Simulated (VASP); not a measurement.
# Ti11BiO24 (a cell with a defect) in VASP: electric field gradients with PBE

Aim: the electric field gradients of Ti11BiO24 (a cell with a defect) with PBE.

Everything below comes from runs of VASP 6.6.1. Logs are shortened: lines on timing, memory, paths and dates and some standing lists are left out, and cuts for length are marked.

## (1) The cell of the first run

The cell holds a defect, 36 atoms: a = 6.494 Å, b = 6.494 Å, c = 8.872 Å, α = 90.00°, β = 90.00°, γ = 90.00°.

## (2) Electric field gradients, PBE, collinear spin

The input, INCAR:

```
SYSTEM = Ti11BiO24
  PREC = Accurate
  ENCUT = 520
  EDIFF = 1E-8
  ISMEAR = -1
  SIGMA = 0.01
  LREAL = Auto
  LASPH = .TRUE.
  NELM = 150
  ALGO = Normal
  ISIF = 2
  LWAVE = .FALSE.
  LCHARG = .FALSE.
  ISPIN = 2
  MAGMOM = 1 0 0 0 0 0 0 0 0 0 0 0 0 0 0 0 0 0 0 0 0 0 0 0 0 0 0 0 0 0 0 0 0 0 0 0
  LORBIT = 11
  LMAXMIX = 4
  GGA = PE
  LEFG = .TRUE.
  NBANDS = 174
  LUSENCCL = .FALSE.
```

The input, KPOINTS:

```
regular mesh
0
G
  3 3 2
  0 0 0
```

The input, POSCAR:

```
Ti11BiO24
1.0
    4.5922000000      4.5922000000      0.0000000000
   -4.5922000000      4.5922000000      0.0000000000
    0.0000000000      0.0000000000      8.8722000000
Bi Ti O
1 11 24
Direct
    0.0000000000      0.0000000000      0.0000000000
    0.0000000000      0.0000000000      0.3333333333
    0.0000000000      0.0000000000      0.6666666667
    0.5000000000      0.5000000000      0.0000000000
    0.5000000000      0.5000000000      0.3333333333
    0.5000000000      0.5000000000      0.6666666667
    0.5000000000      0.0000000000      0.1666666667
    0.5000000000      0.0000000000      0.5000000000
    0.5000000000      0.0000000000      0.8333333333
    0.0000000000      0.5000000000      0.1666666667
    0.0000000000      0.5000000000      0.5000000000
    0.0000000000      0.5000000000      0.8333333333
    0.3049600000      0.0000000000      0.0000000000
    0.3049600000      0.0000000000      0.3333333333
    0.3049600000      0.0000000000      0.6666666667
    0.8049600000      0.5000000000      0.0000000000
    0.8049600000      0.5000000000      0.3333333333
    0.8049600000      0.5000000000      0.6666666667
    0.5000000000      0.3049600000      0.1666666667
    0.5000000000      0.3049600000      0.5000000000
    0.5000000000      0.3049600000      0.8333333333
    0.0000000000      0.8049600000      0.1666666667
    0.0000000000      0.8049600000      0.5000000000
    0.0000000000      0.8049600000      0.8333333333
    0.6950400000      0.0000000000      0.0000000000
    0.6950400000      0.0000000000      0.3333333333
    0.6950400000      0.0000000000      0.6666666667
    0.1950400000      0.5000000000      0.0000000000
    0.1950400000      0.5000000000      0.3333333333
    0.1950400000      0.5000000000      0.6666666667
    0.5000000000      0.6950400000      0.1666666667
    0.5000000000      0.6950400000      0.5000000000
    0.5000000000      0.6950400000      0.8333333333
    0.0000000000      0.1950400000      0.1666666667
    0.0000000000      0.1950400000      0.5000000000
    0.0000000000      0.1950400000      0.8333333333
```

Potentials or basis: VASP PAW PBE potentials, release 64 (Bi_d, Ti_sv, O).

The run is started by

```bash
cat potpaw_PBE.64/Bi_d/POTCAR potpaw_PBE.64/Ti_sv/POTCAR potpaw_PBE.64/O/POTCAR > POTCAR
mpirun -np 1 vasp_std > vasp.out
```

OUTCAR:

```text
SYSTEM = Ti11BiO24
   PREC = Accurate
   ENCUT = 520
   EDIFF = 1E-8
   ISMEAR = -1
   LREAL = Auto
   LASPH = .TRUE.
   NELM = 150
   ISIF = 2
   ISPIN = 2
   LORBIT = 11
   GGA = PE

 ion  position               nearest neighbor table
   1  0.000  0.000  0.000-  22 1.95  24 1.95  34 1.95  36 1.95  13 1.98  25 1.98   2 2.96   3 2.96

   2  0.000  0.000  0.333-  22 1.95  34 1.95  23 1.95  35 1.95  14 1.98  26 1.98   1 2.96
   3  0.000  0.000  0.667-  24 1.95  36 1.95  35 1.95  23 1.95  15 1.98  27 1.98   1 2.96
   4  0.500  0.500  0.000-  19 1.95  21 1.95  31 1.95  33 1.95  16 1.98  28 1.98
   5  0.500  0.500  0.333-  19 1.95  31 1.95  20 1.95  32 1.95  17 1.98  29 1.98
   6  0.500  0.500  0.667-  21 1.95  33 1.95  32 1.95  20 1.95  18 1.98  30 1.98
   7  0.500  0.000  0.167-  14 1.95  26 1.95  25 1.95  13 1.95  19 1.98  31 1.98
   8  0.500  0.000  0.500-  14 1.95  15 1.95  26 1.95  27 1.95  20 1.98  32 1.98
   9  0.500  0.000  0.833-  15 1.95  27 1.95  25 1.95  13 1.95  21 1.98  33 1.98
  10  0.000  0.500  0.167-  17 1.95  29 1.95  28 1.95  16 1.95  22 1.98  34 1.98
  11  0.000  0.500  0.500-  17 1.95  18 1.95  29 1.95  30 1.95  23 1.98  35 1.98
  12  0.000  0.500  0.833-  18 1.95  30 1.95  28 1.95  16 1.95  24 1.98  36 1.98
  13  0.305  0.000  0.000-   7 1.95   9 1.95   1 1.98
  14  0.305  0.000  0.333-   7 1.95   8 1.95   2 1.98
  15  0.305  0.000  0.667-   9 1.95   8 1.95   3 1.98
  16  0.805  0.500  0.000-  10 1.95  12 1.95   4 1.98
  17  0.805  0.500  0.333-  10 1.95  11 1.95   5 1.98
  18  0.805  0.500  0.667-  12 1.95  11 1.95   6 1.98
[... 16 lines left out ...]
  35  0.000  0.195  0.500-   2 1.95   3 1.95  11 1.98
  36  0.000  0.195  0.833-   3 1.95   1 1.95  12 1.98

  LATTYP: Found a simple tetragonal cell.
 ALAT       =     6.4943515211
 C/A-ratio  =     1.3661410183

  Lattice vectors:

 A1 = (   4.5922000000,   4.5922000000,   0.0000000000)
 A2 = (  -4.5922000000,   4.5922000000,   0.0000000000)
 A3 = (   0.0000000000,   0.0000000000,   8.8722000000)

Analysis of symmetry for initial positions (statically):
=====================================================================
 Subroutine PRICEL returns:
 Original cell was already a primitive cell.

 Routine SETGRP: Setting up the symmetry group for a
 simple tetragonal supercell.

 Subroutine GETGRP returns: Found  8 space group operations
 (whereof  8 operations were pure point group operations)
 out of a pool of 16 trial point group operations.

The static configuration has the point symmetry D_2h.

Analysis of symmetry for dynamics (positions and initial velocities):
=====================================================================
 Subroutine PRICEL returns:
 Original cell was already a primitive cell.

 Routine SETGRP: Setting up the symmetry group for a
 simple tetragonal supercell.

 Subroutine GETGRP returns: Found  8 space group operations
 (whereof  8 operations were pure point group operations)
 out of a pool of 16 trial point group operations.

The dynamic configuration has the point symmetry D_2h.

Analysis of structural, dynamic, and magnetic symmetry:
=====================================================================
 Subroutine PRICEL returns:
 Original cell was already a primitive cell.

 Routine SETGRP: Setting up the symmetry group for a
 simple tetragonal supercell.

 Subroutine GETGRP returns: Found  8 space group operations
 (whereof  8 operations were pure point group operations)
 out of a pool of 16 trial point group operations.

The overall configuration has the point symmetry D_2h.

 Subroutine INISYM returns: Found  8 space group operations
 (whereof  8 operations are pure point group operations),
 and found     1 'primitive' translations

----------------------------------------------------------------------------------------

                                     Primitive cell

  volume of cell :     374.1992

  direct lattice vectors                    reciprocal lattice vectors
     4.592200000  4.592200000  0.000000000     0.108880275  0.108880275 -0.000000000
    -4.592200000  4.592200000  0.000000000    -0.108880275  0.108880275  0.000000000
     0.000000000  0.000000000  8.872200000     0.000000000 -0.000000000  0.112711616

  length of vectors
[... 180 lines left out ...]
 E-fermi :   7.2457     XC(G=0): -11.5001

 val. band max:        7.2317382000   @ k =   0.3333   0.3333   0.0000
 cond. band min:       7.2518575767   @ k =   0.3333   0.3333   0.5000
 fundamental gap:      0.0201193767
 Fermi energy:         7.2457005024

 spin component 1

 k-point     1 :       0.0000    0.0000    0.0000
  band No.  band energies     occupation
      1     -51.5961      1.00000
      2     -51.5736      1.00000
      3     -51.5428      1.00000
      4     -51.5324      1.00000
      5     -51.5112      1.00000
      6     -51.5007      1.00000
[... 1269 lines left out ...]
    156       8.0482      0.00000
    157       8.0816      0.00000
 Fermi energy:         7.2457005024

 spin component 2

 k-point     1 :       0.0000    0.0000    0.0000
  band No.  band energies     occupation
      1     -51.5531      1.00000
      2     -51.5302      1.00000
      3     -51.5240      1.00000
      4     -51.5063      1.00000
      5     -51.4784      1.00000
      6     -51.4735      1.00000
[... 1269 lines left out ...]
    156       8.0881      0.00000
    157       8.1431      0.00000
 [bands above 157 left out]

------------------------ aborting loop because EDIFF is reached ----------------------------------------

  FORCE on cell =-STRESS in cart. coord.  units (eV):
  Direction    XX          YY          ZZ          XY          YZ          ZX
  --------------------------------------------------------------------------------------
  -------------------------------------------------------------------------------------
  Total       31.6058655     31.6058655     41.2407094      0.3824135      0.0000000      0.0000000
  in kB      135.3241672    135.3241672    176.5768651      1.6373477      0.0000000      0.0000000
  external PRESSURE =     149.0750665 kB  Pullay stress =       0.0000000 kB

 VOLUME and BASIS-vectors are now :
 -----------------------------------------------------------------------------
  energy-cutoff  :      520.00
  volume of cell :      374.20
      direct lattice vectors                 reciprocal lattice vectors
     4.592200000  4.592200000  0.000000000     0.108880275  0.108880275 -0.000000000
    -4.592200000  4.592200000  0.000000000    -0.108880275  0.108880275  0.000000000
     0.000000000  0.000000000  8.872200000     0.000000000 -0.000000000  0.112711616

 POSITION                                       TOTAL-FORCE (eV/Angst)
 -----------------------------------------------------------------------------------
      0.00000      0.00000      0.00000        -0.000000      0.000000      0.000000
      0.00000      0.00000      2.95740        -0.000000      0.000000      2.072301
      0.00000      0.00000      5.91480        -0.000000      0.000000     -2.072301
      0.00000      4.59220      0.00000        -0.000000      0.000000      0.000000
      0.00000      4.59220      2.95740        -0.000000      0.000000      0.111113
      0.00000      4.59220      5.91480        -0.000000      0.000000     -0.111113
[... 28 lines left out ...]
     -0.89566      0.89566      4.43610        -0.220396      0.220396      0.000000
     -0.89566      0.89566      7.39350        -1.892783      1.892783     -2.822320
 -----------------------------------------------------------------------------------
    total drift:                               -0.000000      0.000000     -0.000000

  FREE ENERGIE OF THE ION-ELECTRON SYSTEM (eV)
  ---------------------------------------------------
  free  energy   TOTEN  =      -307.8728993833 eV

  energy  without entropy=     -307.8685553513  energy(sigma->0) =     -307.87072737

 Electric field gradients (V/A^2)
---------------------------------------------------------------------
 ion       V_xx      V_yy      V_zz      V_xy      V_xz      V_yz
---------------------------------------------------------------------
   1      72.739    72.739  -145.479    48.917    -0.000    -0.000
   2      15.339    15.339   -30.678     5.339    -0.000    -0.000
   3      15.339    15.339   -30.678     5.339    -0.000    -0.000
   4      10.245    10.245   -20.490     5.113    -0.000     0.000
   5      10.203    10.203   -20.405     4.005    -0.000     0.000
   6      10.203    10.203   -20.405     4.005    -0.000     0.000
[... 28 lines left out ...]
  35      -1.084    -1.084     2.167   -19.885    -0.000    -0.000
  36     -15.445   -15.445    30.890   -38.850    24.658   -24.658
---------------------------------------------------------------------

 Electric field gradients after diagonalization (V/A^2)
 (convention: |V_zz| > |V_xx| > |V_yy|)
----------------------------------------------------------------------
 ion       V_xx      V_yy      V_zz     asymmetry (V_yy - V_xx)/ V_zz
----------------------------------------------------------------------
   1     121.657    23.822  -145.479       0.672
   2      20.678    10.000   -30.678       0.348
   3      20.678    10.000   -30.678       0.348
   4      15.358     5.132   -20.490       0.499
   5      14.208     6.198   -20.405       0.393
   6      14.208     6.198   -20.405       0.393
[... 28 lines left out ...]
  35      18.802     2.167   -20.969       0.793
  36     -54.296    -7.924    62.219       0.745
----------------------------------------------------------------------

           NMR quadrupolar parameters

 Cq : quadrupolar parameter    Cq=e*Q*V_zz/h
 eta: asymmetry parameters     (V_yy - V_xx)/ V_zz
 Q  : nuclear electric quadrupole moment in mb (millibarn)
----------------------------------------------------------------------
 ion       Cq(MHz)       eta       Q (mb)
----------------------------------------------------------------------
   1      -0.352       0.672       1.000
   2      -0.074       0.348       1.000
   3      -0.074       0.348       1.000
   4      -0.050       0.499       1.000
   5      -0.049       0.393       1.000
   6      -0.049       0.393       1.000
[... 28 lines left out ...]
  35      -0.051       0.793       1.000
  36       0.150       0.745       1.000
----------------------------------------------------------------------

 total charge

# of ion       s       p       d       tot
------------------------------------------
    1        1.313   1.445  10.492  13.249
    2        2.225   6.302   1.745  10.272
    3        2.225   6.302   1.745  10.272
    4        2.222   6.302   1.730  10.254
    5        2.222   6.301   1.724  10.247
    6        2.222   6.301   1.724  10.247
[... 28 lines left out ...]
   35        1.572   3.502   0.000   5.074
   36        1.578   3.558   0.000   5.136
--------------------------------------------------
tot         63.528 155.180  29.566 248.274

 magnetization (x)

# of ion       s       p       d       tot
------------------------------------------
    1        0.024   0.002   0.001   0.027
    2        0.001   0.001   0.063   0.065
    3        0.001   0.001   0.063   0.065
    4        0.000   0.000   0.039   0.039
    5        0.000   0.000   0.026   0.026
    6        0.000   0.000   0.026   0.026
[... 28 lines left out ...]
   35       -0.000  -0.001   0.000  -0.001
   36        0.000  -0.001   0.000  -0.001
--------------------------------------------------
tot          0.033  -0.013   0.376   0.395
```

Run time: 13 min. Hardware: 1 × NVIDIA H100 80GB with 1 thread of AMD EPYC 7R13 (Zen 3), shared host; peak memory 1.9 GiB.

Results:

```yaml
Free_energy: -307.8729 eV
Pressure: 14.9 GPa
Largest_force: 3.890 eV/Å
Net_moment: 0.45 μB per cell
Site_moments: Bi +0.03; Ti +0.07, +0.04, +0.03, +0.02, +0.01 (each value once); O +0.01, -0.00 (each value once) μB
Largest_electric_field_gradient_by_atom: Bi -145.5; Ti -30.7, -20.5, -20.4, -23.4, -26.6, -21.0 (each value once); O +69.9, -21.8, +20.5, +21.5, +21.6, +22.1, +62.2, -21.0 (each value once) V/Å²
Valence_electrons_inside_the_program's_atomic_spheres: Bi 13.25; Ti 10.27, 10.25, 10.24, 10.26 (each value once); O 5.13, 5.08, 5.14, 5.07 (each value once)
```

Forces in eV/Å, atoms in the order of the input:
```
Bi   0.000  0.000  0.000
Ti   0.000  0.000  2.072
Ti   0.000  0.000 -2.072
Ti   0.000  0.000  0.000
Ti   0.000  0.000  0.111
Ti   0.000  0.000 -0.111
Ti   0.000  0.000  0.824
Ti   0.000  0.000  0.000
Ti   0.000  0.000 -0.824
Ti   0.000  0.000  0.318
Ti   0.000  0.000  0.000
Ti   0.000  0.000 -0.318
O    1.929  1.929  0.000
O   -0.169 -0.169 -0.094
O   -0.169 -0.169  0.094
O   -0.091 -0.091  0.000
O   -0.099 -0.099 -0.121
O   -0.099 -0.099  0.121
O    0.155 -0.155 -0.085
O    0.105 -0.105  0.000
O    0.155 -0.155  0.085
O    1.893 -1.893  2.822
O    0.220 -0.220  0.000
O    1.893 -1.893 -2.822
O   -1.929 -1.929  0.000
O    0.169  0.169 -0.094
O    0.169  0.169  0.094
O    0.091  0.091  0.000
O    0.099  0.099 -0.121
O    0.099  0.099  0.121
O   -0.155  0.155 -0.085
O   -0.105  0.105  0.000
O   -0.155  0.155  0.085
O   -1.893  1.893  2.822
O   -0.220  0.220  0.000
O   -1.893  1.893 -2.822
```

Levels at points of the mesh, in eV from the Fermi level:
Spin up:
```csv
k point,band 142,band 143,band 144,band 145,band 146,band 147,band 148,band 149,band 150,band 151
"(0.00, 0.00, 0.00)",-2.77,-2.50,-2.50,-2.02,-0.31,-0.03,0.07,0.30,0.41,0.49
"(0.00, 0.00, 0.50)",-2.76,-2.69,-2.33,-2.12,0.03,0.32,0.36,0.43,0.45,0.45
```
Spin down:
```
           k point  band 143  band 144  band 145  band 146  band 147  band 148
(0.00, 0.00, 0.00)     -2.50     -2.50     -2.02     -0.23      0.02      0.10
(0.00, 0.00, 0.50)     -2.69     -2.33     -2.12      0.09      0.39      0.45
```

Electric field gradients, principal values (V/Å²):
```tsv
atom	least	middle	greatest (by size)
1 Bi	23.822	121.657	-145.479
2 Ti	10.000	20.678	-30.678
3 Ti	10.000	20.678	-30.678
4 Ti	5.132	15.358	-20.490
5 Ti	6.198	14.208	-20.405
6 Ti	6.198	14.208	-20.405
7 Ti	3.690	19.699	-23.389
8 Ti	7.114	13.303	-20.418
9 Ti	3.690	19.699	-23.389
10 Ti	8.303	18.259	-26.562
11 Ti	7.591	13.363	-20.954
12 Ti	8.303	18.259	-26.562
13 O	-17.777	-52.146	69.923
14 O	1.266	20.518	-21.785
15 O	1.266	20.518	-21.785
16 O	-3.877	-16.644	20.521
17 O	-1.165	-20.361	21.525
18 O	-1.165	-20.361	21.525
19 O	-1.341	-20.255	21.597
20 O	-1.014	-21.114	22.128
21 O	-1.341	-20.255	21.597
22 O	-7.924	-54.296	62.219
23 O	2.167	18.802	-20.969
24 O	-7.924	-54.296	62.219
25 O	-17.777	-52.146	69.923
26 O	1.266	20.518	-21.785
27 O	1.266	20.518	-21.785
28 O	-3.877	-16.644	20.521
29 O	-1.165	-20.361	21.525
30 O	-1.165	-20.361	21.525
31 O	-1.341	-20.255	21.597
32 O	-1.014	-21.114	22.128
33 O	-1.341	-20.255	21.597
34 O	-7.924	-54.296	62.219
35 O	2.167	18.802	-20.969
36 O	-7.924	-54.296	62.219
```

Caveat: without QUAD_EFG the Cq values of the log hold for a quadrupole moment of 1 mb, not for the nuclei; spin-orbit coupling is left out, which moves the levels of the heavy elements; semilocal functionals often make such compounds metallic where correlation or magnetic order opens a gap, which also shifts bond lengths.
